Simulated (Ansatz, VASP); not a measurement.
Two plane-wave programs on As

Contents of INCAR:

```
PREC     = Accurate       # precision mode
ENCUT    = 520            # plane-wave cutoff, eV
EDIFF    = 1E-6           # SCF threshold, eV
ISMEAR   = -1             # smearing method
SIGMA    = 0.1            # smearing width, eV
LREAL    = False          # projectors in reciprocal space
LASPH    = True           # aspherical terms in the spheres
NELM     = 100            # most SCF steps
ALGO     = Normal         # electronic algorithm
ISIF     = 2              # what is computed and relaxed
LWAVE    = False          # write WAVECAR
LCHARG   = False          # write CHGCAR
GGA      = PE             # functional
NBANDS   = 12             # bands
```

File KPOINTS:

```
Automatic mesh
0
Gamma
  16 16 16
```

File POSCAR:

```
As
1.0
    1.8514307417      1.0689240371      3.5092573593
   -1.8514307417      1.0689240371      3.5092573593
    0.0000000000     -2.1378480742      3.5092573593
As
2
Direct
    0.7737100447      0.7737100447      0.7737100447
    0.2262899553      0.2262899553      0.2262899553
```

Input for Ansatz:

```yaml
crystal:
  lattice:
    - [1.8514307417, 1.0689240371, 3.5092573593]
    - [-1.8514307417, 1.0689240371, 3.5092573593]
    - [0.0, -2.1378480742, 3.5092573593]
  atoms:
    - { symbol: As, position: [0.7737100447, 0.7737100447, 0.7737100447] }
    - { symbol: As, position: [0.2262899553, 0.2262899553, 0.2262899553] }
hamiltonian:
  xc: pbe
  pseudopotentials:
    kind: paw
    azcp:
      As: "pseudopotentials/As.paw.azcp"
basis:
  ecutwfc: 420
  fft_grid_basis: typed
kpoints:
  mp_grid: { grid: [16, 16, 16], shift: [0, 0, 0] }
magnetization:
  spin_polarized: false
scf:
  occupations: { method: fermi_dirac, width: 0.1 }
output:
  stress: true
```

Alike in both runs: task single point; functional PBE; k mesh 16 × 16 × 16; occupations fermi-dirac, width 0.1 eV; no spin polarisation.

|  | VASP | Ansatz |
| --- | --- | --- |
| version | VASP 6.6.1 | Ansatz 0.2.0 |
| potentials or method | VASP PAW PBE potentials, release 64 (As), cutoff 520 eV | plane waves (420 eV) with PAW, scalar-relativistic |
| valence electrons in the cell | 10 | 30 |

|  | VASP | Ansatz | Ansatz less VASP |
| --- | --- | --- | --- |
| pressure (GPa) | 7.2 | 6.8 | -0.40 |
| traceless stress, the component that is largest in VASP (GPa) | -1.48 | -1.37 | +0.111 |

VASP's potentials hold 10 valence electrons a cell and Ansatz's 30, so a difference there can come from the potentials and not from the codes.
